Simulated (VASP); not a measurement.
# S (C2/m) in VASP: relaxation of cell and atoms with PBE

Aim: the relaxation of cell and atoms of S with PBE.

Program: VASP 6.6.1. These are calculated values, not measurements. Logs are shortened: lines on timing, memory, paths and dates and some standing lists are left out, and cuts for length are marked.

## (1) The cell of the first run

The structure is monoclinic, space group C2/m (No. 12). The conventional cell has a = 4.366 Å, b = 4.301 Å, c = 5.732 Å, α = 90.00°, β = 111.28°, γ = 90.00°. Within 2.5 Å of S (site symmetry m) lie 1 S at 1.89 Å.

## (2) Relaxation of cell and atoms, PBE

INCAR

```
SYSTEM = S
PREC = Accurate
ENCUT = 600
EDIFF = 1E-6
ISMEAR = 0
SIGMA = 0.02
LREAL = .FALSE.
LASPH = .TRUE.
NELM = 60
ALGO = Normal
ISIF = 3
LWAVE = .FALSE.
LCHARG = .FALSE.
GGA = PE
IBRION = 2
NSW = 100
EDIFFG = -0.01
```

KPOINTS

```
regular mesh
0
G
  10 10 6
  0 0 0
```

POSCAR

```
S
1.0
    2.1832365617     -2.1504021834      0.0000000000
    2.1832365617      2.1504021834      0.0000000000
   -2.0799085562      0.0000000000      5.3408084121
S
2
Direct
    0.0845316908      0.0845316908      0.1771794636
    0.9154683092      0.9154683092      0.8228205364
```

Potentials or basis: VASP PAW PBE potentials, release 64 (S).

Command:

```sh
cat potpaw_PBE.64/S/POTCAR > POTCAR
mpirun -np 1 vasp_std > vasp.out
```

OUTCAR:

```text
SYSTEM = S
   PREC = Accurate
   ENCUT = 600
   EDIFF = 1E-6
   ISMEAR = 0
   LREAL = .FALSE.
   LASPH = .TRUE.
   NELM = 60
   ISIF = 3
   GGA = PE
   IBRION = 2
   NSW = 100
   EDIFFG = -0.01

 ion  position               nearest neighbor table
   1  0.085  0.085  0.177-   2 1.89
   2  0.915  0.915  0.823-   1 1.89

  LATTYP: Found a base centered monoclinic cell.
 ALAT       =     4.3664731234
 B/A-ratio  =     0.9849606869
 C/A-ratio  =     1.3126186643
 COS(beta)  =    -0.3628898949

  Lattice vectors:

 A1 = (   2.1832365617,  -2.1504021834,   0.0000000000)
 A2 = (   2.1832365617,   2.1504021834,   0.0000000000)
 A3 = (  -2.0799085562,   0.0000000000,   5.3408084121)

Analysis of symmetry for initial positions (statically):
=====================================================================
 Subroutine PRICEL returns:
 Original cell was already a primitive cell.

 Routine SETGRP: Setting up the symmetry group for a
 base centered monoclinic supercell.

 Subroutine GETGRP returns: Found  4 space group operations
 (whereof  4 operations were pure point group operations)
 out of a pool of  4 trial point group operations.

The static configuration has the point symmetry C_2h.

Analysis of symmetry for dynamics (positions and initial velocities):
=====================================================================
 Subroutine PRICEL returns:
 Original cell was already a primitive cell.

 Routine SETGRP: Setting up the symmetry group for a
 base centered monoclinic supercell.

 Subroutine GETGRP returns: Found  4 space group operations
 (whereof  4 operations were pure point group operations)
 out of a pool of  4 trial point group operations.

The dynamic configuration has the point symmetry C_2h.

 Subroutine INISYM returns: Found  4 space group operations
 (whereof  4 operations are pure point group operations),
 and found     1 'primitive' translations

----------------------------------------------------------------------------------------

                                     Primitive cell

  volume of cell :      50.1484

  direct lattice vectors                    reciprocal lattice vectors
     2.183236562 -2.150402183  0.000000000     0.229017784 -0.232514645  0.089188005
     2.183236562  2.150402183  0.000000000     0.229017784  0.232514645  0.089188005
    -2.079908556  0.000000000  5.340808412     0.000000000  0.000000000  0.187237572

  length of vectors
     3.064433297  3.064433297  5.731514119     0.338329286  0.338329286  0.187237572

  position of ions in fractional coordinates (direct lattice)
     0.084531691  0.084531691  0.177179464
     0.915468309  0.915468309  0.822820536

  ion indices of the primitive-cell ions
   primitive index   ion index
                 1           1
                 2           2

----------------------------------------------------------------------------------------

 KPOINTS: regular mesh

Automatic generation of k-mesh.
 Grid dimensions read from file:
 generate k-points for:   10   10    6

 Generating k-lattice:

  Cartesian coordinates                     Fractional coordinates (reciprocal lattice)
     0.022901778 -0.023251464  0.008918801     0.100000000  0.000000000  0.000000000
     0.022901778  0.023251464  0.008918801     0.000000000  0.100000000  0.000000000
     0.000000000  0.000000000  0.031206262     0.000000000  0.000000000  0.166666667

  Length of vectors
     0.033832929  0.033832929  0.031206262

  Shift w.r.t. Gamma in fractional coordinates (k-lattice)
     0.000000000  0.000000000  0.000000000

 Subroutine IBZKPT returns following result:
 ===========================================

 Found    172 irreducible k-points:

 Following reciprocal coordinates:
            Coordinates               Weight
  0.000000  0.000000  0.000000      1.000000
  0.100000 -0.000000  0.000000      4.000000
  0.200000 -0.000000  0.000000      4.000000
  0.300000 -0.000000  0.000000      4.000000
  0.400000 -0.000000  0.000000      4.000000
  0.500000  0.000000  0.000000      2.000000
[... 16 lines left out ...]
  0.300000  0.300000  0.000000      2.000000
  0.400000  0.300000 -0.000000      4.000000
 [... further k-points ...]
   k-points           NKPTS =    172   k-points in BZ     NKDIM =    172   number of bands    NBANDS=     10
   number of dos      NEDOS =    301   number of ions     NIONS =      2
   total plane-waves  NPLWV =  27648
   dimension x,y,z NGX =    24 NGY =   24 NGZ =   48
   dimension x,y,z NGXF=    48 NGYF=   48 NGZF=   96
   ions per type =               2
   NGX,Y,Z   is equivalent  to a cutoff of  13.02, 13.02, 13.92 a.u.
   NGXF,Y,Z  is equivalent  to a cutoff of  26.04, 26.04, 27.85 a.u.
 SYSTEM =  S
   PREC   = accura    normal or accurate (medium, high low for compatibility)
   ISTART =      0    job   : 0-new  1-cont  2-samecut
   ICHARG =      2    charge: 1-file 2-atom 10-const
   ISPIN  =      1    spin polarized calculation?
   LNONCOLLINEAR =      F non collinear calculations
   LSORBIT =      F    spin-orbit coupling
   LASPH  =      T    aspherical Exc in radial PAW
   ENCUT  =  600.0 eV  44.10 Ry    6.64 a.u.   6.12  6.12 11.45*2*pi/ulx,y,z
   NELM   =     60;   NELMIN=  2; NELMDL= -5     # of ELM steps
   EDIFF  = 0.1E-05   stopping-criterion for ELM
   LREAL  =      F    real-space projection
   EDIFFG = -.1E-01   stopping-criterion for IOM
   NSW    =    100    number of steps for IOM
   IBRION =      2    ionic relax: 0-MD 1-quasi-New 2-CG
   NFREE  =      1    steps in history (QN), initial steepest desc. (CG)
   ISIF   =      3    stress and relaxation
   ISYM   =      2    0-nonsym 1-usesym 2-fastsym
   POTIM  = 0.5000    time-step for ionic-motion
   TEBEG  =    0.0;   TEEND  =   0.0 temperature during run
   PSTRESS=    0.0 pullay stress
   NELECT =      12.0000    total number of electrons
   NUPDOWN=      -1.0000    fix difference up-down
   EMIN   =  10.00;   EMAX   =-10.00  energy-range for DOS
   EFERMI =   0.00;   METHOD = LEGACY
   ISMEAR =     0;   SIGMA  =   0.02  broadening in eV -4-tet -1-fermi 0-gaus
   EFERMI_NEDOS =   21; number of points for ismear=-14 and -15
   IALGO  =     38    algorithm
   IMIX   =      4    mixing-type and parameters
     AMIX     =   0.40;   BMIX     =  1.00
     AMIX_MAG =   1.60;   BMIX_MAG =  1.00
  volume/ion in A,a.u.               =      25.07       169.21
  Fermi-wavevector in a.u.,A,eV,Ry     =   1.016364  1.920650 14.054770  1.032996
  Thomas-Fermi vector in A             =   2.149704
   LORBIT       =      0    0 simple, 1 ext, 2 COOP (PROOUT), +10 PAW based schemes
   GGA     = PE    functional components
   LHFCALC =     F    Hartree Fock is set to
   AEXX    =    0.0000 exact exchange contribution
   IVDW    =     0    specifies the selected vdW correction
   LEPSILON=     F    determine dielectric tensor
   LRPA    =     F    only Hartree local field effects (RPA)
 conjugate gradient relaxation of ions
 non-spin polarized calculation
 Gauss-broadening in eV      SIGMA  =   0.02
  energy-cutoff  :      600.00
  volume of cell :       50.15
 maximum number of plane-waves:      1690
   NGX = 13   NGY = 13   NGZ = 23

--------------------------------------- Ionic step        1  -------------------------------------------

 number of electron      12.0000002 magnetization

 Free energy of the ion-electron system (eV)
  ---------------------------------------------------
  ext. energy  EPLUGINS =         0.00000000
  ---------------------------------------------------
  free energy    TOTEN  =        -7.88177571 eV

  energy without entropy =       -7.88177571  energy(sigma->0) =       -7.88177571

------------------------ aborting loop because EDIFF is reached ----------------------------------------

  FORCE on cell =-STRESS in cart. coord.  units (eV):
  Direction    XX          YY          ZZ          XY          YZ          ZX
  --------------------------------------------------------------------------------------
  -------------------------------------------------------------------------------------
  Total        0.1095746      0.1502106     -0.4133350      0.0000000      0.0000000     -0.0081453
  in kB        3.5007647      4.7990337    -13.2055142      0.0000000      0.0000000     -0.2602319
  external PRESSURE =      -1.6352386 kB  Pullay stress =       0.0000000 kB
[... 89 lines left out ...]
  FREE ENERGIE OF THE ION-ELECTRON SYSTEM (eV)
  ---------------------------------------------------
  free  energy   TOTEN  =        -7.8828011173 eV

  energy  without entropy=       -7.8828011173  energy(sigma->0) =       -7.88280112

[... ionic steps 4 to 25 ...]

--------------------------------------- Ionic step       26  -------------------------------------------

 number of electron      12.0000003 magnetization

------------------------ aborting loop because EDIFF is reached ----------------------------------------

  FORCE on cell =-STRESS in cart. coord.  units (eV):
  Direction    XX          YY          ZZ          XY          YZ          ZX
  --------------------------------------------------------------------------------------
  -------------------------------------------------------------------------------------
  Total        0.0161603     -0.0052278      0.0236412      0.0000000      0.0000000      0.0016737
  in kB        0.5053544     -0.1634797      0.7392924      0.0000000      0.0000000      0.0523398
  external PRESSURE =       0.3603890 kB  Pullay stress =       0.0000000 kB
[... 57 lines left out ...]
  energy  without entropy=       -7.8838357393  energy(sigma->0) =       -7.88383574

--------------------------------------- Ionic step       28  -------------------------------------------

 number of electron      12.0000003 magnetization

 Free energy of the ion-electron system (eV)
  ---------------------------------------------------
  ext. energy  EPLUGINS =         0.00000000
  ---------------------------------------------------
  free energy    TOTEN  =        -7.88384166 eV

  energy without entropy =       -7.88384166  energy(sigma->0) =       -7.88384166

 E-fermi :   2.4257     XC(G=0):  -8.3596

 val. band max:        2.3189172819   @ k =   0.5000   0.3000   0.1667
 cond. band min:       2.5895481233   @ k =  -0.2000   0.0000   0.1667
 fundamental gap:      0.2706308414
 Fermi energy:         2.4257052149

 k-point     1 :       0.0000    0.0000    0.0000
  band No.  band energies     occupation
      1     -13.9478      2.00000
      2      -8.4336      2.00000
      3      -3.3448      2.00000
      4       0.9009      2.00000
      5       0.9185      2.00000
      6       4.3725      0.00000
      7       4.3911      0.00000
      8       7.4014      0.00000
      9       8.1641      0.00000
     10       9.6780      0.00000
[... 287 lines left out ...]
 k-point    24 :       0.4000    0.3000   -0.0000
  band No.  band energies     occupation
      1     -12.7619      2.00000
      2      -7.1209      2.00000
      3      -2.6231      2.00000
      4      -1.8795      2.00000
      5      -1.2300      2.00000
      6       1.1251      2.00000
      7       2.2330      2.00000
      8       7.0657      0.00000
      9       8.7504      0.00000
     10      10.0267      0.00000

 [... further k-points ...]

------------------------ aborting loop because EDIFF is reached ----------------------------------------

  FORCE on cell =-STRESS in cart. coord.  units (eV):
  Direction    XX          YY          ZZ          XY          YZ          ZX
  --------------------------------------------------------------------------------------
  -------------------------------------------------------------------------------------
  Total        0.0082662     -0.0078965      0.0021235      0.0000000      0.0000000     -0.0010106
  in kB        0.2584681     -0.2469090      0.0663990      0.0000000      0.0000000     -0.0315994
  external PRESSURE =       0.0259861 kB  Pullay stress =       0.0000000 kB
[... 17 lines left out ...]
  FREE ENERGIE OF THE ION-ELECTRON SYSTEM (eV)
  ---------------------------------------------------
  free  energy   TOTEN  =        -7.8838416606 eV

  energy  without entropy=       -7.8838416606  energy(sigma->0) =       -7.88384166

 reached required accuracy - stopping structural energy minimisation
```

It took 21 min on 1 thread of Intel Xeon 8259CL, shared host; peak memory 0.2 GiB.

What came out:

```
Free energy                           : -7.8838 eV
Relaxed volume                        : 25.62 Å³/atom
Relaxed cell                          : a = 3.078 Å, b = 3.078 Å, c = 5.799 Å, α = 104.71°, β = 104.71°, γ = 90.33°
Space group after relaxing (to 0.1 Å) : I4/mmm (No. 139)
Energy gained by relaxing             : 1.0 meV/atom
Ionic steps                           : 28
Pressure after relaxing               : 0.0 GPa
Largest force after relaxing          : 0.009 eV/Å
Band gap on the k mesh                : zero (bands 6 and 7 overlap by 3.31 eV)
```

Forces in eV/Å, atoms in the order of the input:
```
S    0.002  0.000 -0.009
S   -0.002  0.000  0.009
```

The path:
| step | energy change (eV) | largest force (eV/Å) | pressure (GPa) | volume (Å³) |
| --- | --- | --- | --- | --- |
| 1 | 0.0000 | 0.2436 | -0.16 | 50.15 |
| 2 | 0.0186 | 1.1658 | 2.32 | 49.96 |
| 3 | -0.0010 | 0.0012 | 0.27 | 50.11 |
| 4 | -0.0010 | 0.0041 | 0.28 | 50.11 |
| 5 | -0.0014 | 0.0036 | 0.14 | 50.37 |
| 6 | -0.0015 | 0.0125 | -0.03 | 50.68 |
| 7 | -0.0015 | 0.0101 | 0.00 | 50.61 |
| 8 | -0.0015 | 0.0095 | 0.02 | 50.58 |
| 9 | -0.0015 | 0.0103 | 0.02 | 50.59 |
| 10 | -0.0015 | 0.0212 | -0.01 | 50.63 |
| 11 | -0.0016 | 0.0567 | -0.06 | 50.72 |
| 12 | -0.0017 | 0.1256 | -0.18 | 50.92 |
| 13 | -0.0017 | 0.0971 | -0.14 | 50.84 |
| 14 | -0.0017 | 0.0951 | -0.14 | 50.84 |
| 15 | -0.0017 | 0.0939 | -0.13 | 50.85 |
| 16 | -0.0017 | 0.0923 | -0.14 | 50.86 |
| 17 | -0.0018 | 0.0876 | -0.13 | 50.88 |
| 18 | -0.0018 | 0.0780 | -0.12 | 50.93 |
| 19 | -0.0019 | 0.0602 | -0.07 | 51.03 |
| 20 | -0.0020 | 0.0219 | 0.00 | 51.23 |
| 21 | -0.0020 | 0.0109 | 0.01 | 51.28 |
| 22 | -0.0020 | 0.0132 | 0.01 | 51.27 |
| 23 | -0.0020 | 0.0172 | 0.01 | 51.25 |
| 24 | -0.0020 | 0.0154 | 0.01 | 51.26 |
| 25 | -0.0021 | 0.0113 | 0.01 | 51.25 |
| 26 | -0.0021 | 0.0048 | 0.04 | 51.23 |
| 27 | -0.0021 | 0.0036 | 0.03 | 51.24 |
| 28 | -0.0021 | 0.0093 | 0.00 | 51.24 |

Final structure:
```yaml
crystal:
  lattice:
    - [2.17006, -2.18248, -0.00429]
    - [2.17006, 2.18248, -0.00429]
    - [-2.07777, 0.00000, 5.41364]
  atoms:
    - { symbol: S, position: [0.08382, 0.08382, 0.17426] }
    - { symbol: S, position: [0.91618, 0.91618, 0.82574] }
```

Levels at points of the mesh, in eV from the Fermi level:
| k point | band 3 | band 4 | band 5 | band 6 | band 7 | band 8 | band 9 | band 10 |
| --- | --- | --- | --- | --- | --- | --- | --- | --- |
| (0.00, 0.00, 0.00) | -5.77 | -1.52 | -1.51 | 1.95 | 1.97 | 4.98 | 5.74 | 7.25 |
| (0.50, 0.00, 0.00) | -5.90 | -4.55 | -2.17 | -0.98 | 2.56 | 4.15 | 7.07 | 7.89 |
| (0.50, 0.50, 0.00) | -5.01 | -4.88 | -3.78 | -1.43 | -1.11 | 4.42 | 5.40 | 6.98 |
| (0.00, 0.00, 0.50) | -4.80 | -1.57 | -1.55 | 2.11 | 2.12 | 2.19 | 5.66 | 7.06 |
| (0.50, 0.00, 0.50) | -5.90 | -4.50 | -2.20 | -0.99 | 2.57 | 4.08 | 7.18 | 7.89 |
| (0.50, 0.50, 0.50) | -4.97 | -4.91 | -3.76 | -1.46 | -1.08 | 4.42 | 5.38 | 7.03 |

Caveat: this functional lacks dispersion, which holds the molecules together, so the pressure and a relaxed volume are unreliable; this functional lacks dispersion, which binds layers or chains, so the pressure and a relaxed spacing across them are unreliable.

The gap in the log of VASP goes by the Fermi energy; the results here count the filled bands.